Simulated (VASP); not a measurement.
## AlN: vibrations by perturbation theory with LDA

The system is AlN.

```
Al N
1.0
     0.00000    2.05056    2.05056
     2.05056    0.00000    2.05056
     2.05056    2.05056    0.00000
Al N
1 1
Direct
  0.00000 0.00000 0.00000
  0.75000 0.75000 0.75000
```

```json
{
  "Program": "VASP 6.6.1",
  "Task": "vibrations by perturbation theory",
  "Functional": "LDA",
  "Potentials or basis": "VASP PAW LDA potentials, release 64 (Al, N)",
  "Cutoff": "520 eV",
  "k mesh": "10 × 10 × 10",
  "Occupations": "gaussian, width 0.01 eV",
  "Spin": "no spin polarisation",
  "Dipole correction": "no",
  "Further INCAR settings": "ALGO = Normal; EDIFF = 1e-08; NBANDS = 11; IBRION = 8; NSW = 1"
}
```

```
Electronic dielectric tensor (diagonal)                 : 4.34
Born charges (mean of the diagonal)                     : Al +2.51; N -2.51 e
Highest phonon frequency at Γ, LO-TO splitting left out : 849 cm⁻¹
```

Phonon frequencies in cm⁻¹ (negative: imaginary):
```tsv
q point	frequencies
(0.000, 0.000, 0.000)	0 0 0 849 849 849
```

Electronic dielectric tensor:
```
4.34 0.00 0.00
0.00 4.34 0.00
0.00 0.00 4.34
```

Born effective charge tensors (e):
atom 1, Al
```
2.51 0.00 0.00
0.00 2.51 0.00
0.00 0.00 2.51
```
atom 2, N
```
-2.51  0.00  0.00
 0.00 -2.51  0.00
 0.00  0.00 -2.51
```

Wall time 9.5 min on 1 thread of AMD EPYC 7R13, on a shared host, peak memory 0.17 GiB.

Caveat: the cell wasn't relaxed at this level first, which shifts response properties.
